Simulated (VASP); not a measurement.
Write the native input for VASP 6.6.1 that does the following.

| Item | Value |
| --- | --- |
| Task | electric field gradients |
| Functional | LDA |
| Potentials or basis | VASP PAW LDA potentials, release 64 (Nb_sv) |
| Cutoff | 520 eV |
| k mesh | 13 × 13 × 13 |
| Occupations | fermi-dirac, width 0.03 eV |
| Spin | no spin polarisation |
| Dipole correction | no |
| Further INCAR settings | ALGO = Normal; EDIFF = 1e-08; NBANDS = 12 |

The structure of Nb lies in POSCAR:

```
Nb
1.0
   -0.0211500000      2.1044250000      2.1044250000
    2.1044250000     -0.0211500000      2.1044250000
    2.1044250000      2.1044250000     -0.0211500000
Nb
1
Direct
    0.0000000000      0.0000000000      0.0000000000
```

This cell differs from its parent crystal: equal xy, yz and zx shear strains of -1 %.

One way to write it, as run:

INCAR

```
SYSTEM = Nb
PREC = Accurate ; ENCUT = 520
EDIFF = 1E-8 ; ISMEAR = -1
SIGMA = 0.03 ; LREAL = .FALSE.
LASPH = .TRUE. ; NELM = 60
ALGO = Normal ; ISIF = 2
LWAVE = .FALSE. ; LCHARG = .FALSE.
LEFG = .TRUE. ; NBANDS = 12
```

KPOINTS

```
regular mesh
0
G
  13 13 13
  0 0 0
```

Potentials or basis: VASP PAW LDA potentials, release 64 (Nb_sv).

The run is started by

```bash
$ cat potpaw_LDA.64/Nb_sv/POTCAR > POTCAR
$ mpirun -np 1 vasp_std > vasp.out
```

It gave:

The pressure is -10.4 GPa.

Caveat: the cell differs from its parent crystal (equal xy, yz and zx shear strains of -1 %); without QUAD_EFG the Cq values of the log hold for a quadrupole moment of 1 mb, not for the nuclei.

Wall time 49 s on 1 thread of AMD EPYC 7R43 64-Core Processor (Zen 3) (shared host), peak memory 0.13 GiB.
